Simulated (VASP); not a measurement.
**InSb: single point with PBE**

InSb:

```
CELL_PARAMETERS angstrom
0.00000 3.23910 3.22290
3.23910 0.00000 3.22290
3.23910 3.23910 0.00000
ATOMIC_POSITIONS crystal
In 0.00000 0.00000 0.00000
Sb 0.75000 0.75000 0.75000
```

This cell differs from its parent crystal: strain -0.0050 x Voigt [0, 0, 1, 0, 0, 0].

- Program: VASP 6.6.1
- Task: single point
- Functional: PBE
- Potentials or basis: VASP PAW PBE potentials, release 64 (In_d, Sb)
- Cutoff: 520 eV
- k mesh: 12 × 12 × 12
- Occupations: gaussian, width 0.15 eV
- Spin: no spin polarisation

| Quantity | Value |
| --- | --- |
| Pressure | 3.4 GPa |

Stress tensor (GPa, compression positive):
```
3.33 0.00 0.00
0.00 3.33 0.00
0.00 0.00 3.46
```

Levels at points of the mesh, in eV from the Fermi level:
| k point | band 6 | band 7 | band 8 | band 9 | band 10 | band 11 | band 12 | band 13 |
| --- | --- | --- | --- | --- | --- | --- | --- | --- |
| (0.00, 0.00, 0.00) | -10.87 | -0.27 | -0.12 | -0.12 | -0.10 | 2.84 | 2.85 | 2.85 |
| (0.50, 0.00, 0.00) | -9.49 | -5.76 | -1.14 | -1.11 | 0.43 | 3.69 | 3.71 | 5.98 |
| (0.50, 0.50, 0.00) | -8.86 | -6.04 | -2.41 | -2.41 | 1.19 | 1.21 | 8.07 | 8.07 |
| (0.50, 0.00, 0.50) | -8.87 | -6.06 | -2.39 | -2.38 | 1.23 | 1.23 | 8.06 | 8.08 |

It took 100 s on 1 thread of AMD EPYC 9R45 96-Core Processor (Zen 5), on a shared host, peak memory 0.31 GiB.

Caveat: the cell differs from its parent crystal (strain -0.0050 x Voigt [0, 0, 1, 0, 0, 0]); spin-orbit coupling is left out, which moves the levels of the heavy elements.
